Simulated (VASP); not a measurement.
The system is ZnS4.

```
CELL_PARAMETERS angstrom
3.14634 -2.51212 0.00000
3.14634 2.51212 0.00000
-2.17024 0.00000 7.12074
ATOMIC_POSITIONS crystal
Zn 0.03188 0.96812 0.00000
S 0.45146 0.99954 0.82406
S 0.65587 0.64166 0.59103
S 0.00046 0.54854 0.17594
S 0.35834 0.34413 0.40897
```

```yaml
Program: VASP 6.6.1
Task: relaxation of cell and atoms
Functional: PBE
Potentials_or_basis: VASP PAW PBE potentials, release 64 (Zn, S)
Cutoff: 600 eV
k_mesh: 8 × 8 × 4
Occupations: gaussian, width 0.02 eV
Spin: no spin polarisation
```

At the start: pressure -0.2 GPa; volume 22.51 Å³/atom.

Q: Where does the relaxation end?

A: Over 28 steps the energy falls by 2.1 meV/atom and the volume is 22.07 Å³/atom (-2.0 %); space group C2 (No. 5, to 0.1 Å) before and after.

Step by step:
| step | energy change (eV) | largest force (eV/Å) | pressure (GPa) | volume (Å³) |
| --- | --- | --- | --- | --- |
| 1 | 0.0000 | 0.0810 | -0.19 | 112.56 |
| 2 | -0.0017 | 0.0594 | 0.06 | 112.13 |
| 3 | -0.0021 | 0.0776 | 0.20 | 111.86 |
| 4 | -0.0033 | 0.0684 | 0.10 | 111.90 |
| 5 | -0.0041 | 0.1369 | -0.14 | 111.96 |
| 6 | -0.0049 | 0.1027 | -0.14 | 111.90 |
| 7 | -0.0061 | 0.0470 | -0.11 | 111.75 |
| 8 | -0.0059 | 0.1633 | -0.09 | 111.47 |
| 9 | -0.0065 | 0.0739 | -0.12 | 111.63 |
| 10 | -0.0070 | 0.0707 | -0.08 | 111.46 |
| 11 | -0.0082 | 0.0607 | 0.01 | 110.95 |
| 12 | -0.0085 | 0.0527 | 0.22 | 109.92 |
| 13 | -0.0087 | 0.0495 | 0.16 | 110.27 |
| 14 | -0.0092 | 0.0714 | -0.07 | 110.42 |
| 15 | -0.0092 | 0.0658 | -0.06 | 110.40 |
| 16 | -0.0097 | 0.0386 | -0.04 | 110.38 |
| 17 | -0.0098 | 0.0516 | -0.03 | 110.36 |
| 18 | -0.0102 | 0.0248 | -0.01 | 110.27 |
| 19 | -0.0103 | 0.0187 | 0.02 | 110.21 |
| 20 | -0.0104 | 0.0140 | 0.02 | 110.23 |
| 21 | -0.0104 | 0.0163 | 0.03 | 110.24 |
| 22 | -0.0104 | 0.0180 | -0.06 | 110.33 |
| 23 | -0.0104 | 0.0172 | -0.02 | 110.31 |
| 24 | -0.0105 | 0.0141 | 0.00 | 110.30 |
| 25 | -0.0105 | 0.0107 | 0.03 | 110.30 |
| 26 | -0.0105 | 0.0118 | -0.02 | 110.36 |
| 27 | -0.0105 | 0.0101 | -0.01 | 110.35 |
| 28 | -0.0105 | 0.0060 | 0.00 | 110.36 |

Final structure:
```cif
data_structure
_symmetry_space_group_name_H-M 'P 1'
_symmetry_Int_Tables_number 1
_cell_length_a 4.0106
_cell_length_b 4.0106
_cell_length_c 7.5053
_cell_angle_alpha 104.158
_cell_angle_beta 104.158
_cell_angle_gamma 73.782
_cell_volume 110.36
loop_
_atom_site_label
_atom_site_type_symbol
_atom_site_fract_x
_atom_site_fract_y
_atom_site_fract_z
_atom_site_occupancy
Zn1 Zn 0.03277 0.96723 0.00000 1
S1 S 0.43948 0.00251 0.82228 1
S2 S 0.66056 0.63229 0.59277 1
S3 S 0.99749 0.56052 0.17772 1
S4 S 0.36771 0.33944 0.40723 1
```
